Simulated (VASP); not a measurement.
A run of VASP 6.6.1 is set up as follows.

Contents of POSCAR:

```
CdF2
1.0
    0.0000000000      2.6887634311      2.6887634311
    2.6887634311      0.0000000000      2.6887634311
    2.6887634311      2.6887634311      0.0000000000
Cd F
1 2
Direct
    0.0000000000      0.0000000000      0.0000000000
    0.2500000000      0.2500000000      0.2500000000
    0.7500000000      0.7500000000      0.7500000000
```

The input INCAR.step1:

```
ALGO = Normal ; EDIFF = 1E-4
ENCUT = 520 ; GGA = PE
ISMEAR = -1 ; ISPIN = 2
LASPH = T ; LCHARG = F
LREAL = F ; LWAVE = T
MAGMOM = 0.2 0.2 0.2 ; NBANDS = 24
NELM = 150 ; PREC = Accurate
SIGMA = 0.0521
```

The input INCAR.step2:

```
ALGO = Normal ; EDIFF = 1E-6
ENCUT = 520 ; ISIF = 2
ISMEAR = -1 ; ISPIN = 2
ISTART = 1 ; IVDW = 12
LASPH = T ; LCHARG = F
LMIXTAU = T ; LORBIT = 11
LREAL = F ; LWAVE = F
MAGMOM = 0.2 0.2 0.2 ; METAGGA = R2SCAN
NBANDS = 24 ; NELM = 150
PREC = Accurate ; SIGMA = 0.0521
VDW_A1 = 0.49484001 ; VDW_A2 = 5.73083694
VDW_S6 = 1.0 ; VDW_S8 = 0.78981345
```

File KPOINTS:

```
k-points
0
Gamma
  6 6 6
```

Potentials or basis: VASP PAW PBE potentials, release 64 (Cd, F).

Command:

```bash
$ cat potpaw_PBE.64/Cd/POTCAR potpaw_PBE.64/F/POTCAR > POTCAR
$ cp INCAR.step1 INCAR
$ mpirun -np 1 vasp_std > vasp.out
$ cp INCAR.step2 INCAR
$ mpirun -np 1 vasp_std > vasp.out
```

(1) Predict the band gap on the k mesh.

(2) Estimate the pressure.

Results:

(1) 3.79 eV (least direct gap 4.27 eV).

(2) 0.7 GPa.

Caveat: three body term missing; the PAW data sets were made with another functional, which shifts forces and pressure a little.
